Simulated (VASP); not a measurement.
# SnSe2 (P-3m1) in VASP: further runs

The runs below take SnSe2 through single point, with r2SCAN.

Everything below comes from runs of VASP 6.6.1. Logs are shortened: lines on timing, memory, paths and dates and some standing lists are left out, and cuts for length are marked.

## 1. The cell of the first run

Symmetry: P-3m1, No. 164, trigonal system. Conventional cell: a = 4.023 Å, b = 4.023 Å, c = 5.507 Å, α = 90.00°, β = 90.00°, γ = 120.00°. Sn (site symmetry -3m) has 6 Se at 2.70 Å within 3.6 Å. Se (site symmetry 3m) has 3 Sn at 2.70 Å and 6 Se at 3.60 Å within 3.7 Å.

## 2. Single point, r2SCAN

POSCAR reads:

```
SnSe2
1.0
    4.0231463824      0.0000000000      0.0000000000
   -2.0115731912      3.4841469703      0.0000000000
    0.0000000000      0.0000000000      5.5068351236
Sn Se
1 2
Direct
    0.0000000000      0.0000000000      0.0000000000
    0.3333333333      0.6666666667      0.2500000000
    0.6666666667      0.3333333333      0.7500000000
```

INCAR.step1 reads:

```
SYSTEM = SnSe2
ALGO = Normal
EDIFF = 1E-4
ENCUT = 520
GGA = PE
ISMEAR = 0
LASPH = .True.
LCHARG = .False.
LREAL = .False.
LWAVE = .True.
NBANDS = 20
NELM = 100
PREC = Accurate
SIGMA = 0.05
```

INCAR.step2 reads:

```
SYSTEM = SnSe2
ALGO = Normal
EDIFF = 1E-6
ENCUT = 520
ISIF = 2
ISMEAR = 0
ISTART = 1
LASPH = .True.
LCHARG = .False.
LMIXTAU = .True.
LREAL = .False.
LWAVE = .False.
METAGGA = R2SCAN
NBANDS = 20
NELM = 100
PREC = Accurate
SIGMA = 0.05
```

KPOINTS reads:

```
k-points
0
Gamma
  12 12 6
  0 0 0
```

Potentials or basis: VASP PAW PBE potentials, release 64 (Sn_d, Se).

Run with:

```
> cat potpaw_PBE.64/Sn_d/POTCAR potpaw_PBE.64/Se/POTCAR > POTCAR
> cp INCAR.step1 INCAR
> mpirun -np 1 vasp_std > vasp.out
> cp INCAR.step2 INCAR
> mpirun -np 1 vasp_std > vasp.out
```

OUTCAR:

```text
SYSTEM = SnSe2
   EDIFF = 1E-6
   ENCUT = 520
   ISIF = 2
   ISMEAR = 0
   ISTART = 1
   LASPH = .True.
   LREAL = .False.
   METAGGA = R2SCAN
   NELM = 100
   PREC = Accurate

 ion  position               nearest neighbor table
   1  0.000  0.000  0.000-   2 2.70   3 2.70   2 2.70   3 2.70   3 2.70   2 2.70
   2  0.333  0.667  0.250-   1 2.70   1 2.70   1 2.70
   3  0.667  0.333  0.750-   1 2.70   1 2.70   1 2.70

  LATTYP: Found a hexagonal cell.
 ALAT       =     4.0231463824
 C/A-ratio  =     1.3687881574

  Lattice vectors:

 A1 = (   4.0231463824,   0.0000000000,   0.0000000000)
 A2 = (  -2.0115731912,   3.4841469703,   0.0000000000)
 A3 = (   0.0000000000,   0.0000000000,   5.5068351236)

Analysis of symmetry for initial positions (statically):
=====================================================================
 Subroutine PRICEL returns:
 Original cell was already a primitive cell.

 Routine SETGRP: Setting up the symmetry group for a
 hexagonal supercell.

 Subroutine GETGRP returns: Found 12 space group operations
 (whereof 12 operations were pure point group operations)
 out of a pool of 24 trial point group operations.

The static configuration has the point symmetry D_3d.

Analysis of symmetry for dynamics (positions and initial velocities):
=====================================================================
 Subroutine PRICEL returns:
 Original cell was already a primitive cell.

 Routine SETGRP: Setting up the symmetry group for a
 hexagonal supercell.

 Subroutine GETGRP returns: Found 12 space group operations
 (whereof 12 operations were pure point group operations)
 out of a pool of 24 trial point group operations.

The dynamic configuration has the point symmetry D_3d.

 Subroutine INISYM returns: Found 12 space group operations
 (whereof 12 operations are pure point group operations),
 and found     1 'primitive' translations

----------------------------------------------------------------------------------------

                                     Primitive cell

  volume of cell :      77.1906

  direct lattice vectors                    reciprocal lattice vectors
     4.023146382  0.000000000  0.000000000     0.248561674  0.143507149  0.000000000
    -2.011573191  3.484146970  0.000000000     0.000000000  0.287014299  0.000000000
     0.000000000  0.000000000  5.506835124     0.000000000  0.000000000  0.181592508

  length of vectors
     4.023146382  4.023146382  5.506835124     0.287014299  0.287014299  0.181592508

  position of ions in fractional coordinates (direct lattice)
     0.000000000  0.000000000  0.000000000
     0.333333333  0.666666667  0.250000000
     0.666666667  0.333333333  0.750000000

  ion indices of the primitive-cell ions
   primitive index   ion index
                 1           1
                 2           2
                 3           3

----------------------------------------------------------------------------------------

 KPOINTS: k-points

Automatic generation of k-mesh.
 Grid dimensions read from file:
 generate k-points for:   12   12    6

 Generating k-lattice:

  Cartesian coordinates                     Fractional coordinates (reciprocal lattice)
     0.020713473  0.011958929  0.000000000     0.083333333  0.000000000  0.000000000
     0.000000000  0.023917858  0.000000000     0.000000000  0.083333333  0.000000000
     0.000000000  0.000000000  0.030265418     0.000000000  0.000000000  0.166666667

  Length of vectors
     0.023917858  0.023917858  0.030265418

  Shift w.r.t. Gamma in fractional coordinates (k-lattice)
     0.000000000  0.000000000  0.000000000

 Subroutine IBZKPT returns following result:
 ===========================================

 Found    100 irreducible k-points:

 Following reciprocal coordinates:
            Coordinates               Weight
  0.000000  0.000000  0.000000      1.000000
  0.083333 -0.000000  0.000000      6.000000
  0.166667  0.000000  0.000000      6.000000
  0.250000  0.000000  0.000000      6.000000
  0.333333 -0.000000  0.000000      6.000000
[... 48 lines left out ...]

 k-point     2 :       0.0833   -0.0000    0.0000
  band No.  band energies     occupation
      1     -18.0355      2.00000
      2     -18.0312      2.00000
      3     -17.9976      2.00000
      4     -17.9651      2.00000
      5     -17.9635      2.00000
      6     -10.3893      2.00000
[... 12 lines left out ...]
     19      13.2302      0.00000
     20      13.6036      0.00000

 k-point     3 :       0.1667    0.0000    0.0000
  band No.  band energies     occupation
      1     -18.0450      2.00000
      2     -18.0294      2.00000
      3     -17.9936      2.00000
      4     -17.9659      2.00000
      5     -17.9600      2.00000
      6     -10.2032      2.00000
[... 12 lines left out ...]
     19      12.5954      0.00000
     20      13.2423      0.00000

 k-point     4 :       0.2500    0.0000    0.0000
  band No.  band energies     occupation
      1     -18.0583      2.00000
      2     -18.0275      2.00000
      3     -17.9890      2.00000
      4     -17.9662      2.00000
      5     -17.9545      2.00000
      6      -9.9071      2.00000
[... 12 lines left out ...]
     19      12.0532      0.00000
     20      13.3751      0.00000

 k-point     5 :       0.3333   -0.0000    0.0000
  band No.  band energies     occupation
      1     -18.0715      2.00000
      2     -18.0262      2.00000
      3     -17.9859      2.00000
      4     -17.9650      2.00000
      5     -17.9484      2.00000
      6      -9.5308      2.00000
[... 12 lines left out ...]
     19      12.4325      0.00000
     20      13.9614      0.00000
[... 353 lines left out ...]
      6     -10.3260      2.00000
[... 12 lines left out ...]
     19      13.1283      0.00000
     20      13.7930      0.00000

 k-point    22 :       0.0000    0.0833    0.1667
  band No.  band energies     occupation
      1     -18.0355      2.00000
      2     -18.0313      2.00000
      3     -17.9975      2.00000
      4     -17.9651      2.00000
      5     -17.9635      2.00000
      6     -10.3259      2.00000
[... 12 lines left out ...]
     19      12.7089      0.00000
     20      13.7194      0.00000

 k-point    23 :       0.1667    0.0000    0.1667
  band No.  band energies     occupation
      1     -18.0451      2.00000
      2     -18.0294      2.00000
      3     -17.9935      2.00000
      4     -17.9659      2.00000
      5     -17.9600      2.00000
      6     -10.1418      2.00000
[... 12 lines left out ...]
     19      13.1014      0.00000
     20      13.6436      0.00000

 k-point    24 :       0.0000    0.1667    0.1667
  band No.  band energies     occupation
      1     -18.0451      2.00000
      2     -18.0294      2.00000
      3     -17.9935      2.00000
      4     -17.9659      2.00000
      5     -17.9600      2.00000
      6     -10.1412      2.00000
[... 12 lines left out ...]
     19      12.7588      0.00000
     20      12.8995      0.00000

 [... further k-points ...]

------------------------ aborting loop because EDIFF is reached ----------------------------------------

  FORCE on cell =-STRESS in cart. coord.  units (eV):
  Direction    XX          YY          ZZ          XY          YZ          ZX
  --------------------------------------------------------------------------------------
  -------------------------------------------------------------------------------------
  Total        0.0296921      0.0296921      3.7709343      0.0000000     -0.0000000      0.0000000
  in kB        0.6162931      0.6162931     78.2699708      0.0000000     -0.0000000      0.0000000
  external PRESSURE =      26.5008523 kB  Pullay stress =       0.0000000 kB

 VOLUME and BASIS-vectors are now :
 -----------------------------------------------------------------------------
  energy-cutoff  :      520.00
  volume of cell :       77.19
      direct lattice vectors                 reciprocal lattice vectors
     4.023146382  0.000000000  0.000000000     0.248561674  0.143507149  0.000000000
    -2.011573191  3.484146970  0.000000000     0.000000000  0.287014299  0.000000000
     0.000000000  0.000000000  5.506835124     0.000000000  0.000000000  0.181592508

 POSITION                                       TOTAL-FORCE (eV/Angst)
 -----------------------------------------------------------------------------------
      0.00000      0.00000      0.00000        -0.000000      0.000000      0.000000
     -0.00000      2.32276      1.37671         0.000000      0.000000      1.054258
      2.01157      1.16138      4.13013        -0.000000     -0.000000     -1.054258
 -----------------------------------------------------------------------------------
    total drift:                                0.000000      0.000000     -0.000000

  FREE ENERGIE OF THE ION-ELECTRON SYSTEM (eV)
  ---------------------------------------------------
  free  energy   TOTEN  =       -54.3199895513 eV

  energy  without entropy=      -54.3198997892  energy(sigma->0) =      -54.31994467
```

It took 15 min on 1 thread of Intel Xeon 8259CL, shared host; peak memory 0.3 GiB.

What came out:

- Free energy: -54.3200 eV
- Pressure: 2.7 GPa
- Largest force: 1.054 eV/Å
- Band gap on the k mesh: 0.07 eV (least direct gap 0.36 eV)

Forces in eV/Å, atoms in the order of the input:
```
Sn   0.000  0.000  0.000
Se   0.000  0.000  1.054
Se   0.000  0.000 -1.054
```

Stress tensor (GPa, compression positive):
```
0.06 0.00 0.00
0.00 0.06 0.00
0.00 0.00 7.83
```

Caveat: the stress differs along the axes, from 0 to 8 GPa; semilocal functionals underestimate gaps, and a narrow one can read as zero; the PAW data sets were made with another functional, which shifts forces and pressure a little; spin-orbit coupling is left out, which moves the levels of the heavy elements. A k mesh can miss the band edges.

## 3. Single point, r2SCAN

This run uses another cell than the first one, of the same volume but with other edges.

POSCAR reads:

```
SnSe2
1.0
    3.5862871595      0.0000000000      0.0000000000
   -1.7931435797      3.1058157854      0.0000000000
    0.0000000000      0.0000000000      6.9301657311
Sn Se
1 2
Direct
    0.0000000000      0.0000000000      0.0000000000
    0.3333333333      0.6666666667      0.2500000000
    0.6666666667      0.3333333333      0.7500000000
```

INCAR.step1 reads:

```
PREC = Accurate ; ENCUT = 520
ISMEAR = 0 ; SIGMA = 0.05
LREAL = F ; LASPH = T
NELM = 60 ; NBANDS = 20
GGA = PE ; ALGO = Normal
EDIFF = 1E-4 ; LWAVE = T
LCHARG = F
```

INCAR.step2 reads:

```
PREC = Accurate ; ENCUT = 520
EDIFF = 1E-7 ; ISMEAR = 0
SIGMA = 0.05 ; LREAL = F
LASPH = T ; NELM = 60
ALGO = Normal ; ISIF = 2
LWAVE = F ; LCHARG = F
METAGGA = R2SCAN ; LMIXTAU = T
NBANDS = 20 ; ISTART = 1
```

KPOINTS reads:

```
regular mesh
0
Gamma
  12 12 6
```

Potentials or basis: VASP PAW PBE potentials, release 64 (Sn_d, Se).

Run with:

```
> cat potpaw_PBE.64/Sn_d/POTCAR potpaw_PBE.64/Se/POTCAR > POTCAR
> cp INCAR.step1 INCAR
> mpirun -np 1 vasp_std > vasp.out
> cp INCAR.step2 INCAR
> mpirun -np 1 vasp_std > vasp.out
```

Run time: 17 min. Hardware: 1 thread of Intel Xeon 8259CL, shared host; peak memory 0.31 GiB.

It converged, with:

- Free energy: -54.2192 eV
- Pressure: 4.0 GPa
- Largest force: 0.873 eV/Å
- Band gap on the k mesh: 0.12 eV (least direct gap 0.96 eV)

Forces in eV/Å, atoms in the order of the input:
```
Sn   0.000  0.000  0.000
Se   0.000  0.000 -0.873
Se   0.000  0.000  0.873
```

Stress tensor (GPa, compression positive):
```
 9.24  0.00  0.00
 0.00  9.24  0.00
 0.00  0.00 -6.39
```

Levels at points of the mesh, in eV from the valence-band top:
| k point | band 11 | band 12 | band 13 | band 14 | band 15 | band 16 |
| --- | --- | --- | --- | --- | --- | --- |
| (0.00, 0.00, 0.00) | -0.38 | -0.08 | -0.08 | 1.35 | 4.24 | 5.31 |
| (0.50, 0.00, 0.00) | -2.43 | -2.15 | -0.66 | 0.76 | 3.81 | 5.12 |
| (0.00, 0.00, 0.50) | -0.43 | 0.00 | 0.00 | 2.97 | 4.12 | 5.21 |
| (0.50, 0.00, 0.50) | -2.34 | -1.76 | -0.85 | 0.12 | 3.27 | 4.63 |

Caveat: the stress differs along the axes, from -6 to 9 GPa; semilocal functionals underestimate gaps, and a narrow one can read as zero; the PAW data sets were made with another functional, which shifts forces and pressure a little; spin-orbit coupling is left out, which moves the levels of the heavy elements.

## 4. Single point, r2SCAN

This run uses another cell than the first one, of the same volume but with other edges.

POSCAR reads:

```
SnSe2
1.0
    3.9184069144      0.0000000000      0.0000000000
   -1.9592034572      3.3934399303      0.0000000000
    0.0000000000      0.0000000000      5.8051664257
Sn Se
1 2
Direct
    0.0000000000      0.0000000000      0.0000000000
    0.3333333333      0.6666666667      0.2500000000
    0.6666666667      0.3333333333      0.7500000000
```

INCAR.step1 reads:

```
SYSTEM = SnSe2
PREC = Accurate
ENCUT = 520
ISMEAR = 0
SIGMA = 0.05
LREAL = .False.
LASPH = .True.
NELM = 60
NBANDS = 20
GGA = PE
ALGO = Normal
EDIFF = 1E-4
LWAVE = .True.
LCHARG = .False.
```

INCAR.step2 reads:

```
SYSTEM = SnSe2
PREC = Accurate
ENCUT = 520
EDIFF = 1E-6
ISMEAR = 0
SIGMA = 0.05
LREAL = .False.
LASPH = .True.
NELM = 60
ALGO = Normal
ISIF = 2
LWAVE = .False.
LCHARG = .False.
METAGGA = R2SCAN
LMIXTAU = .True.
NBANDS = 20
ISTART = 1
```

KPOINTS reads:

```
regular mesh
0
Gamma
  12 12 6
  0 0 0
```

Run with:

```
> cat potpaw_PBE.64/Sn_d/POTCAR potpaw_PBE.64/Se/POTCAR > POTCAR
> cp INCAR.step1 INCAR
> mpirun -np 1 vasp_std > vasp.out
> cp INCAR.step2 INCAR
> mpirun -np 1 vasp_std > vasp.out
```

It took 11 min on 1 thread of Intel Xeon 8259CL, shared host; peak memory 0.31 GiB.

The run converged. Its results:

```yaml
Free_energy: -54.4940 eV
Pressure: 3.1 GPa
Largest_force: 0.846 eV/Å
Band_gap_on_the_k_mesh: 0.53 eV
```

Forces in eV/Å, atoms in the order of the input:
```
Sn   0.000  0.000  0.000
Se   0.000  0.000  0.846
Se   0.000  0.000 -0.846
```

Stress tensor (GPa, compression positive):
```
1.20 0.00 0.00
0.00 1.20 0.00
0.00 0.00 6.83
```

Levels at points of the mesh, in eV from the valence-band top:
```csv
k point,band 9,band 10,band 11,band 12,band 13,band 14,band 15,band 16,band 17,band 18
"(0.00, 0.00, 0.00)",-1.54,-1.54,-1.27,-1.27,0.00,0.53,2.46,4.32,4.32,8.77
"(0.50, 0.00, 0.00)",-4.84,-3.58,-3.32,-1.57,-0.84,0.85,3.71,5.40,5.52,8.12
"(0.00, 0.00, 0.50)",-2.30,-1.66,-1.66,-1.05,-1.05,1.87,2.51,3.90,3.90,8.03
"(0.50, 0.00, 0.50)",-5.47,-3.34,-2.18,-1.39,-1.36,0.92,4.23,5.27,6.34,6.55
```

Caveat: the stress differs along the axes, from 1 to 7 GPa; semilocal functionals underestimate gaps, and a narrow one can read as zero; the PAW data sets were made with another functional, which shifts forces and pressure a little; spin-orbit coupling is left out, which moves the levels of the heavy elements. A k mesh can miss the band edges.

## 5. Single point, r2SCAN

This run uses another cell than the first one, of the same volume but with other edges.

POSCAR reads:

```
SnSe2
1.0
    3.6918262054      0.0000000000      0.0000000000
   -1.8459131027      3.1972152802      0.0000000000
    0.0000000000      0.0000000000      6.5396009270
Sn Se
1 2
Direct
    0.0000000000      0.0000000000      0.0000000000
    0.3333333333      0.6666666667      0.2500000000
    0.6666666667      0.3333333333      0.7500000000
```

INCAR.step1 reads:

```
ALGO = Normal
EDIFF = 1E-4
ENCUT = 520
GGA = PE
ISMEAR = 0
LASPH = True
LCHARG = False
LREAL = False
LWAVE = True
NBANDS = 20
NELM = 80
PREC = Accurate
SIGMA = 0.05
```

INCAR.step2 reads:

```
ALGO = Normal
EDIFF = 1E-6
ENCUT = 520
ISIF = 2
ISMEAR = 0
ISTART = 1
LASPH = True
LCHARG = True
LELF = True
LMIXTAU = True
LREAL = False
LVHAR = True
LWAVE = False
METAGGA = R2SCAN
NBANDS = 20
NELM = 80
PREC = Accurate
SIGMA = 0.05
```

KPOINTS reads:

```
k-points
0
Gamma
  12 12 6
```

Run with:

```
> cat potpaw_PBE.64/Sn_d/POTCAR potpaw_PBE.64/Se/POTCAR > POTCAR
> cp INCAR.step1 INCAR
> mpirun -np 1 vasp_std > vasp.out
> cp INCAR.step2 INCAR
> mpirun -np 1 vasp_std > vasp.out
```

Wall time 8.7 min (1 thread of Intel Xeon 8259CL, shared host); peak memory 0.31 GiB.

Results (log left out):

```yaml
Free_energy: -54.5217 eV
Pressure: 3.6 GPa
Largest_force: 0.170 eV/Å
Band_gap_on_the_k_mesh: 0.68 eV (least direct gap 1.36 eV)
```

Forces on the atoms (eV/Å):
```
Sn   0.000  0.000  0.000
Se   0.000  0.000 -0.170
Se   0.000  0.000  0.170
```

Stress tensor (GPa, compression positive):
```
 5.76  0.00  0.00
 0.00  5.76  0.00
 0.00  0.00 -0.58
```

Levels at points of the mesh, in eV from the valence-band top:
```tsv
k point	band 9	band 10	band 11	band 12	band 13	band 14	band 15	band 16	band 17	band 18
(0.00, 0.00, 0.00)	-0.91	-0.47	-0.47	-0.15	-0.15	1.69	3.94	5.24	5.24	7.91
(0.50, 0.00, 0.00)	-4.97	-3.34	-2.51	-1.58	-0.43	1.23	4.19	5.56	5.72	6.49
(0.00, 0.00, 0.50)	-2.68	-0.54	-0.54	-0.05	-0.05	3.12	3.87	5.07	5.07	8.35
(0.50, 0.00, 0.50)	-5.29	-2.59	-2.38	-1.16	-0.70	0.68	4.18	4.94	5.78	6.36
```

Caveat: the stress differs along the axes, from -1 to 6 GPa; semilocal functionals underestimate gaps, and a narrow one can read as zero; the PAW data sets were made with another functional, which shifts forces and pressure a little; spin-orbit coupling is left out, which moves the levels of the heavy elements. A k mesh can miss the band edges.

## 6. The runs side by side

| cell | gap on the mesh (eV) | pressure (GPa) | largest force (eV/Å) |
| --- | --- | --- | --- |
| a = 4.023, b = 4.023, c = 5.507 Å, angles 90.0, 90.0, 120.0°, 3 atoms | 0.07 | 2.7 | 1.05 |
| a = 3.586, b = 3.586, c = 6.930 Å, angles 90.0, 90.0, 120.0°, 3 atoms | 0.12 | 4.0 | 0.87 |
| a = 3.918, b = 3.918, c = 5.805 Å, angles 90.0, 90.0, 120.0°, 3 atoms | 0.53 | 3.1 | 0.85 |
| a = 3.692, b = 3.692, c = 6.540 Å, angles 90.0, 90.0, 120.0°, 3 atoms | 0.68 | 3.6 | 0.17 |

Alike in all rows: task single point; level r2SCAN; potentials or basis VASP PAW PBE potentials, release 64 (Sn_d, Se); no spin polarisation; k mesh 12 × 12 × 6; cutoff (eV) 520; smearing gaussian 0.05 eV.

Caveats: semilocal functionals underestimate gaps, and a narrow one can read as zero; the PAW data sets were made with another functional, which shifts forces and pressure a little; spin-orbit coupling is left out, which moves the levels of the heavy elements; the stress differs along the axes, from 0 to 8 GPa (at least some runs); the stress differs along the axes, from -6 to 9 GPa (at least some runs); the stress differs along the axes, from 1 to 7 GPa (at least some runs); the stress differs along the axes, from -1 to 6 GPa (at least some runs).

Absolute energies hang on the potentials; compare differences alone.
